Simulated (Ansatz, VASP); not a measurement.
**Sb: VASP beside Ansatz**

```
Sb
1.0
    -1.52493    1.50012    2.48000
     1.50012   -1.52493    2.48000
     1.50988    1.50988   -2.49505
Sb
1
Direct
  0.00000 0.00000 0.00000
```

Change from the starting cell: equal xy, yz and zx shear strains of -1 %, crystal datasets.

Alike in both runs: task electric field gradients; functional PBEsol; k mesh 13 × 13 × 15; occupations fermi-dirac, width 0.03 eV; no spin polarisation.

|  | VASP | Ansatz |
| --- | --- | --- |
| version | VASP 6.6.1 | Ansatz 0.2.0 |
| potentials or method | VASP PAW PBE potentials, release 64 (Sb), cutoff 520 eV | all-electron PAW with datasets made for the crystal, scalar-relativistic |

VASP gave:

- pressure (GPa): 15.4
- traceless stress, the component that is largest in VASP (GPa): -1.61
- size of Vzz on the site where it differs most (V/Å²): 44.2

Task: What did Ansatz give for the same quantities?

Result: Pressure (GPa): 15.2; traceless stress, the component that is largest in VASP (GPa): -1.50; size of Vzz on the site where it differs most (V/Å²): 45.1.

VASP's potentials were made for PBE, not for PBEsol. Ansatz ran all-electron here, and VASP with PAW potentials.

Spin-orbit coupling is off throughout.
